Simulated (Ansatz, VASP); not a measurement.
**As: VASP beside Ansatz**

```xyz
2
Lattice="3.0032 0.0000 0.0000 -1.5016 2.6008 0.0000 0.0000 0.0000 4.8651" Properties=species:S:1:pos:R:3 pbc="T T T"
As    0.0751    1.7772    1.3379
As    1.4265    0.8236    3.5272
```

Change from the starting cell: shortest bond scaled by 1.1, LAPW.

Alike in both runs: task single point; functional LDA; k mesh 11 × 11 × 6; occupations fermi-dirac, width 0.05 eV; no spin polarisation.

|  | VASP | Ansatz |
| --- | --- | --- |
| version | VASP 6.6.1 | Ansatz 0.2.0 |
| potentials or method | VASP PAW LDA potentials, release 64 (As), cutoff 520 eV | all-electron LAPW, scalar-relativistic |

Ansatz gave:

| Item | Value |
| --- | --- |
| pressure (GPa) | -2.5 |
| traceless stress, the component that is largest in VASP (GPa) | 0.94 |
| rms of the force components (eV/Å) | 0.052 |

**Question.** What did VASP give for the same quantities?

**Answer.** Pressure (GPa): -2.3; traceless stress, the component that is largest in VASP (GPa): 0.96; rms of the force components (eV/Å): 0.060.

LDA's correlation is that of Perdew and Zunger in VASP and of Perdew and Wang (1992) in Ansatz. Atom by atom the forces differ by 0.011 eV/Å (rms over components). Ansatz ran all-electron here, and VASP with PAW potentials.
